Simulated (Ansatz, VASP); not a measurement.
# Al2O3: VASP beside Ansatz

```
Al O
1.0
     2.38025    1.37424    4.33187
    -2.38025    1.37424    4.33187
     0.00000   -2.74848    4.33187
Al O
4 6
Direct
  0.35216 0.35216 0.35216
  0.14784 0.14784 0.14784
  0.64784 0.64784 0.64784
  0.85216 0.85216 0.85216
  0.55668 0.94332 0.25000
  0.25000 0.55668 0.94332
  0.94332 0.25000 0.55668
  0.44332 0.05668 0.75000
  0.75000 0.44332 0.05668
  0.05668 0.75000 0.44332
```

Alike in both runs: task relaxation of cell and atoms; functional LDA; k mesh 6 × 6 × 6; occupations gaussian, width 0.02 eV; no spin polarisation.

|  | VASP | Ansatz |
| --- | --- | --- |
| version | VASP 6.6.1 | Ansatz 0.2.0 |
| potentials or method | VASP PAW LDA potentials, release 64 (Al, O), cutoff 600 eV | scalar-relativistic, plane waves, PAW |
| valence electrons in the cell | 48 | 48 |

VASP gave:

```
gap on the k mesh at the Fermi level, each at its own relaxed structure (eV) : 6.42
relaxed volume (Å³/atom)                                                     : 8.34
relaxed cell length with the largest relative difference (Å)                 : 5.094
```

Question: What did Ansatz give for the same quantities?

Answer: gap on the k mesh at the Fermi level, each at its own relaxed structure (eV): 6.43; relaxed volume (Å³/atom): 8.32; relaxed cell length with the largest relative difference (Å): 5.091.

LDA's correlation is that of Perdew and Zunger in VASP and of Perdew and Wang (1992) in Ansatz.
